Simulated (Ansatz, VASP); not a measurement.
# W in VASP and in Ansatz

Contents of POSCAR:

```
W
1.0
    0.0000000000     -2.0300000000     -2.0300000000
    0.0000000000      2.0300000000     -2.0300000000
    4.0600000000      0.0000000000      0.0000000000
W
2
Direct
    0.5174164232      0.5000000000      0.5000000000
   -0.0174164232      0.0000000000      0.0000000000
```

File INCAR.step1:

```
SYSTEM = W
ALGO = Normal ; EDIFF = 1E-5
ENCUT = 550 ; GGA = PE
GGA_COMPAT = .FALSE. ; ISMEAR = 0
LASPH = .TRUE. ; LCHARG = .FALSE.
LREAL = .FALSE. ; LWAVE = .TRUE.
NBANDS = 21 ; NELM = 120
PREC = Accurate ; SIGMA = 0.15
```

File INCAR.step2:

```
SYSTEM = W
ALGO = Normal ; EDIFF = 1E-6
ENCUT = 550 ; GGA_COMPAT = .FALSE.
ISIF = 2 ; ISMEAR = 0
ISTART = 1 ; LASPH = .TRUE.
LCHARG = .TRUE. ; LELF = .TRUE.
LMIXTAU = .TRUE. ; LREAL = .FALSE.
LVHAR = .TRUE. ; LWAVE = .FALSE.
METAGGA = R2SCAN ; NBANDS = 21
NELM = 120 ; PREC = Accurate
SIGMA = 0.15
```

The input KPOINTS:

```
k-points
0
G
  16 16 12
  0 0 0
```

Input for Ansatz:

```yaml
crystal:
  lattice:
    - [0.0, -2.03, -2.03]
    - [0.0, 2.03, -2.03]
    - [4.06, 0.0, 0.0]
  atoms:
    - { symbol: W, position: [0.5174164232, 0.5, 0.5] }
    - { symbol: W, position: [-0.0174164232, 0.0, 0.0] }
basis:
  ecutwfc: 500
kpoints:
  mp_grid: { grid: [16, 16, 12] }
hamiltonian:
  xc: r2scan
scf:
  occupations: { method: gaussian, width: 0.15 }
output:
  forces: true
  stress: true
  eigenvalues: true
```

Change from the starting cell: mode 4 (92.5 1/cm) frozen in, largest displacement +0.050 Å.

Alike in both runs: task single point; functional r2SCAN; k mesh 16 × 16 × 12; occupations gaussian, width 0.15 eV; no spin polarisation.

```csv
,VASP,Ansatz
version,VASP 6.6.1,Ansatz 0.2.0
potentials or method,"VASP PAW PBE potentials, release 64 (W_sv), cutoff 550 eV","scalar-relativistic, plane waves, PAW"
valence electrons in the cell,28,28
```

Ansatz gave:

* gap on the k mesh at the Fermi level (eV): none
* pressure (GPa): -8.4
* traceless stress, the component that is largest in VASP (GPa): -1.64
* rms of the force components (eV/Å): 0.153

Task: What did VASP give for the same quantities?

Result: gap on the k mesh at the Fermi level (eV): none; pressure (GPa): -7.5; traceless stress, the component that is largest in VASP (GPa): -1.67; rms of the force components (eV/Å): 0.153.

VASP's potentials were made for PBE, not for r2SCAN. Atom by atom the forces differ by 0.001 eV/Å (rms over components). A gap of «none» marks a metal or a gap that the smearing closes. The functional is the same, so the differences come from potentials, cutoffs and numerics.

Neither program's run includes spin-orbit coupling.
